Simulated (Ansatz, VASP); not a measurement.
# Two plane-wave programs on Ga

INCAR

```
SYSTEM = Ga
ALGO = Normal
EDIFF = 1E-6
ENCUT = 500
GGA = PS
GGA_COMPAT = .False.
ISIF = 2
ISMEAR = -1
LASPH = .True.
LCHARG = .False.
LREAL = .False.
LWAVE = .False.
NBANDS = 12
NELM = 120
PREC = Accurate
SIGMA = 0.1
```

The input KPOINTS:

```
k-points
0
Gamma
  15 15 15
  0 0 0
```

File POSCAR:

```
Ga
1.0
   -1.5815570152      1.5815570152      1.5815570152
    1.5815570152     -1.5815570152      1.5815570152
    1.5815570152      1.5815570152     -1.5815570152
Ga
1
Direct
    0.0000000000      0.0000000000      0.0000000000
```

Input for Ansatz:

```yaml
crystal:
  lattice:
    - [-1.5815570152, 1.5815570152, 1.5815570152]
    - [1.5815570152, -1.5815570152, 1.5815570152]
    - [1.5815570152, 1.5815570152, -1.5815570152]
  atoms:
    - { symbol: Ga, position: [0.0, 0.0, 0.0] }
hamiltonian:
  xc: pbesol
  pseudopotentials:
    kind: paw
    azcp:
      Ga: "pseudopotentials/Ga.paw.azcp"
basis:
  ecutwfc: 420
  fft_grid_basis: typed
kpoints:
  mp_grid: { grid: [15, 15, 15], shift: [0, 0, 0] }
magnetization:
  spin_polarized: false
scf:
  occupations: { method: fermi_dirac, width: 0.1 }
  lower_state_search: "off"
output:
  stress: true
  write_density: true
  write_potential: true
  elf: true
  volumetric_format: npy
```

Alike in both runs: task single point; functional PBEsol; k mesh 15 × 15 × 15; occupations fermi-dirac, width 0.1 eV; no spin polarisation.

```csv
,VASP,Ansatz
version,VASP 6.6.1,Ansatz 0.2.0
potentials or method,"VASP PAW PBE potentials, release 64 (Ga_d), cutoff 500 eV","plane waves (420 eV) with PAW, scalar-relativistic"
valence electrons in the cell,13,13
```

```tsv
	VASP	Ansatz	Ansatz less VASP
pressure (GPa)	10.2	10.2	-0.03
```

VASP's potentials were made for PBE, not for PBEsol, and Ansatz warns of the same on its side.
